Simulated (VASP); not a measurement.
# Re (Fm-3m) in VASP: further runs, part 2 of 2

VASP 6.6.1. Earlier steps stand in the parts before.

## 3. Single point, BLYP (16.83 Å³/atom)

This run uses another cell than the first one, of 16.83 Å³/atom.

INCAR

```
SYSTEM = Re
PREC = Accurate
ENCUT = 520
EDIFF = 1E-6
ISMEAR = -1
SIGMA = 0.1
LREAL = .FALSE.
LASPH = .TRUE.
NELM = 100
ALGO = Normal
ISIF = 2
LWAVE = .FALSE.
LCHARG = .FALSE.
GGA = B5
ALDAX = 1.0
AGGAX = 1.0
AGGAC = 1.0
ALDAC = 0.0
NBANDS = 10
```

KPOINTS

```
Automatic mesh
0
G
  15 15 15
  0 0 0
```

POSCAR

```
Re
1.0
    0.0000000000      2.0341937530      2.0341937530
    2.0341937530      0.0000000000      2.0341937530
    2.0341937530      2.0341937530      0.0000000000
Re
1
Direct
    0.0000000000      0.0000000000      0.0000000000
```

Potentials or basis: VASP PAW PBE potentials, release 64 (Re).

The run is started by

```bash
cat potpaw_PBE.64/Re/POTCAR > POTCAR
mpirun -np 1 vasp_std > vasp.out
```

Wall time 32 s (1 thread of Intel Xeon 8259CL, shared host); peak memory 0.15 GiB.

Results (log left out):

```
Free energy            : -10.6439 eV
Pressure               : -19.7 GPa
Band gap on the k mesh : zero (an odd number of electrons rules out a gap without spin polarisation)
```

Levels at points of the mesh, in eV from the Fermi level:
```
           k point  band 2  band 3  band 4  band 5  band 6  band 7
(0.00, 0.00, 0.00)   -1.60   -1.60   -1.60    0.98    0.98   14.03
```

Caveat: the cell stands under tension; the PAW data sets were made with another functional, which shifts forces and pressure a little; spin-orbit coupling is left out, which moves the levels of the heavy elements.

## 4. Single point, BLYP (17.46 Å³/atom)

This run uses another cell than the first one, of 17.46 Å³/atom.

INCAR

```
PREC     = Accurate       # precision mode
ENCUT    = 520            # plane-wave cutoff, eV
EDIFF    = 1E-6           # SCF threshold, eV
ISMEAR   = -1             # smearing method
SIGMA    = 0.1            # smearing width, eV
LREAL    = False          # projectors in reciprocal space
LASPH    = True           # aspherical terms in the spheres
NELM     = 60             # most SCF steps
ALGO     = Normal         # electronic algorithm
ISIF     = 2              # what is computed and relaxed
LWAVE    = False          # write WAVECAR
LCHARG   = False          # write CHGCAR
GGA      = B5             # functional
ALDAX    = 1.0          
AGGAX    = 1.0          
AGGAC    = 1.0          
ALDAC    = 0.0          
NBANDS   = 10             # bands
```

KPOINTS

```
regular mesh
0
Gamma
  15 15 15
```

POSCAR

```
Re
1.0
    0.0000000000      2.0590034390      2.0590034390
    2.0590034390      0.0000000000      2.0590034390
    2.0590034390      2.0590034390      0.0000000000
Re
1
Direct
    0.0000000000      0.0000000000      0.0000000000
```

The run is started by

```bash
cat potpaw_PBE.64/Re/POTCAR > POTCAR
mpirun -np 1 vasp_std > vasp.out
```

Wall time 37 s (1 thread of Intel Xeon 8259CL, shared host); peak memory 0.16 GiB.

Results (log left out):

```yaml
Free_energy: -10.5525 eV
Pressure: -27.2 GPa
Band_gap_on_the_k_mesh: zero (an odd number of electrons rules out a gap without spin polarisation)
```

Levels at points of the mesh, in eV from the Fermi level:
| k point | band 1 | band 2 | band 3 | band 4 | band 5 | band 6 | band 7 | band 8 | band 9 |
| --- | --- | --- | --- | --- | --- | --- | --- | --- | --- |
| (0.00, 0.00, 0.00) | -8.74 | -1.52 | -1.52 | -1.52 | 0.92 | 0.92 | 13.98 | 18.67 | 18.67 |

Caveat: the cell stands under tension; the PAW data sets were made with another functional, which shifts forces and pressure a little; spin-orbit coupling is left out, which moves the levels of the heavy elements.

## 5. Single point, BLYP

This run uses another cell than the first one, of 15.59 Å³/atom.

INCAR

```
SYSTEM = Re
PREC = Accurate
ENCUT = 520
EDIFF = 1E-7
ISMEAR = -1
SIGMA = 0.1
LREAL = .FALSE.
LASPH = .TRUE.
NELM = 60
ALGO = Normal
ISIF = 2
LWAVE = .FALSE.
LCHARG = .TRUE.
GGA = B5
ALDAX = 1.0
AGGAX = 1.0
AGGAC = 1.0
ALDAC = 0.0
LELF = .TRUE.
LVHAR = .TRUE.
NBANDS = 10
```

KPOINTS

```
regular mesh
0
G
  22 22 22
  0 0 0
```

POSCAR

```
Re
1.0
    0.0000000000      1.9826728723      1.9826728723
    1.9826728723      0.0000000000      1.9826728723
    1.9826728723      1.9826728723      0.0000000000
Re
1
Direct
    0.0000000000      0.0000000000      0.0000000000
```

Potentials or basis: VASP PAW PBE potentials, release 64 (Re).

The run is started by

```bash
cat potpaw_PBE.64/Re/POTCAR > POTCAR
mpirun -np 1 vasp_std > vasp.out
```

OUTCAR:

```text
SYSTEM = Re
   PREC = Accurate
   ENCUT = 520
   EDIFF = 1E-7
   ISMEAR = -1
   LREAL = .FALSE.
   LASPH = .TRUE.
   NELM = 60
   ISIF = 2
   GGA = B5

 ion  position               nearest neighbor table
   1  0.000  0.000  0.000-

  LATTYP: Found a face centered cubic cell.
 ALAT       =     3.9653457446

  Lattice vectors:

 A1 = (   0.0000000000,   1.9826728723,   1.9826728723)
 A2 = (   1.9826728723,   0.0000000000,   1.9826728723)
[... 491 lines left out ...]
     10      27.8810      0.00000

 [... further k-points ...]

------------------------ aborting loop because EDIFF is reached ----------------------------------------

  FORCE on cell =-STRESS in cart. coord.  units (eV):
  Direction    XX          YY          ZZ          XY          YZ          ZX
  --------------------------------------------------------------------------------------
  -------------------------------------------------------------------------------------
  Total        0.1676522      0.1676522      0.1676522      0.0000000      0.0000000      0.0000000
  in kB       17.2320337     17.2320337     17.2320337      0.0000000      0.0000000      0.0000000
  external PRESSURE =      17.2320337 kB  Pullay stress =       0.0000000 kB

 VOLUME and BASIS-vectors are now :
 -----------------------------------------------------------------------------
  energy-cutoff  :      520.00
  volume of cell :       15.59
      direct lattice vectors                 reciprocal lattice vectors
     0.000000000  1.982672872  1.982672872    -0.252184819  0.252184819  0.252184819
     1.982672872  0.000000000  1.982672872     0.252184819 -0.252184819  0.252184819
     1.982672872  1.982672872  0.000000000     0.252184819  0.252184819 -0.252184819

 POSITION                                       TOTAL-FORCE (eV/Angst)
 -----------------------------------------------------------------------------------
      0.00000      0.00000      0.00000         0.000000      0.000000      0.000000
 -----------------------------------------------------------------------------------
    total drift:                               -0.000000      0.000000     -0.000000

  FREE ENERGIE OF THE ION-ELECTRON SYSTEM (eV)
  ---------------------------------------------------
  free  energy   TOTEN  =       -10.7194681051 eV

  energy  without entropy=      -10.6886731024  energy(sigma->0) =      -10.70407060
```

stdout:

```text
POSCAR found type information on POSCAR Re
 POSCAR found :  1 types and       1 ions
 scaLAPACK will be used
 -----------------------------------------------------------------------------
|                                                                             |
|                                                                             |
|     You enforced a specific xc type in the INCAR file but a different       |
|     I HOPE YOU KNOW WHAT YOU ARE DOING!                                     |
|                                                                             |
 -----------------------------------------------------------------------------

 LDA part: xc-table for (Slater(with rela. corr.)+VWN5), standard interpolation
 POSCAR, INCAR and KPOINTS ok, starting setup
 FFT: planning ... GRIDC
 FFT: planning ... GRID_SOFT
 FFT: planning ... GRID
 WAVECAR not read
 entering main loop
```

It took 1.7 min on 1 thread of Intel Xeon 8259CL, shared host; peak memory 0.19 GiB.

What came out:

* Free energy: -10.7195 eV
* Pressure: 1.7 GPa
* Band gap on the k mesh: zero (an odd number of electrons rules out a gap without spin polarisation)

Caveat: the PAW data sets were made with another functional, which shifts forces and pressure a little; spin-orbit coupling is left out, which moves the levels of the heavy elements.

## 6. Single point, BLYP

This run uses another cell than the first one, of 15.59 Å³/atom.

INCAR

```
SYSTEM = Re
  PREC = Accurate
  ENCUT = 600
  EDIFF = 1E-6
  ISMEAR = -1
  SIGMA = 0.1
  LREAL = .False.
  LASPH = .True.
  NELM = 120
  ALGO = Normal
  ISIF = 2
  LWAVE = .False.
  LCHARG = .False.
  GGA = B5
  ALDAX = 1.0
  AGGAX = 1.0
  AGGAC = 1.0
  ALDAC = 0.0
  NBANDS = 10
  GGA_COMPAT = .False.
```

KPOINTS

```
Automatic mesh
0
Gamma
  14 14 14
  0 0 0
```

POSCAR is that of step 5.

Potentials or basis: VASP PAW PBE potentials, release 64 (Re).

The run is started by

```bash
cat potpaw_PBE.64/Re/POTCAR > POTCAR
mpirun -np 1 vasp_std > vasp.out
```

Run time: 15 s. Hardware: 1 thread of Intel Xeon Platinum 8375C at 2.90GHz (Ice Lake), shared host; peak memory 0.15 GiB.

It converged, with:

| Property | Result |
| --- | --- |
| Free energy | -10.7168 eV |
| Pressure | 1.8 GPa |
| Band gap on the k mesh | zero (an odd number of electrons rules out a gap without spin polarisation) |

Levels at points of the mesh, in eV from the Fermi level:
| k point | band 2 | band 3 | band 4 | band 5 | band 6 | band 7 |
| --- | --- | --- | --- | --- | --- | --- |
| (0.00, 0.00, 0.00) | -1.81 | -1.81 | -1.81 | 1.10 | 1.10 | 14.09 |
| (0.50, 0.00, 0.00) | -1.98 | -1.98 | 0.45 | 3.44 | 3.44 | 9.17 |
| (0.50, 0.50, 0.00) | -5.51 | 2.83 | 3.39 | 4.12 | 4.12 | 12.03 |

Caveat: the PAW data sets were made with another functional, which shifts forces and pressure a little; spin-orbit coupling is left out, which moves the levels of the heavy elements.

## 7. Summary

| cell | k mesh | cutoff (eV) | gap on the mesh (eV) | pressure (GPa) |
| --- | --- | --- | --- | --- |
| a = 2.841 Å, angles 60.0°, 1 atom | 15 × 15 × 15 | 520 | none | -10.2 |
| a = 2.877 Å, angles 60.0°, 1 atom | 15 × 15 × 15 | 520 | none | -19.7 |
| a = 2.912 Å, angles 60.0°, 1 atom | 15 × 15 × 15 | 520 | none | -27.2 |
| a = 2.804 Å, angles 60.0°, 1 atom | 22 × 22 × 22 | 520 | none | 1.7 |
| a = 2.804 Å, angles 60.0°, 1 atom | 14 × 14 × 14 | 600 | none | 1.8 |

Alike in all rows: task single point; level BLYP; potentials or basis VASP PAW PBE potentials, release 64 (Re); no spin polarisation; smearing fermi-dirac 0.1 eV.

Caveats: the PAW data sets were made with another functional, which shifts forces and pressure a little; spin-orbit coupling is left out, which moves the levels of the heavy elements; the cell stands under tension (at least some runs).

Absolute energies hang on the potentials; compare differences alone.
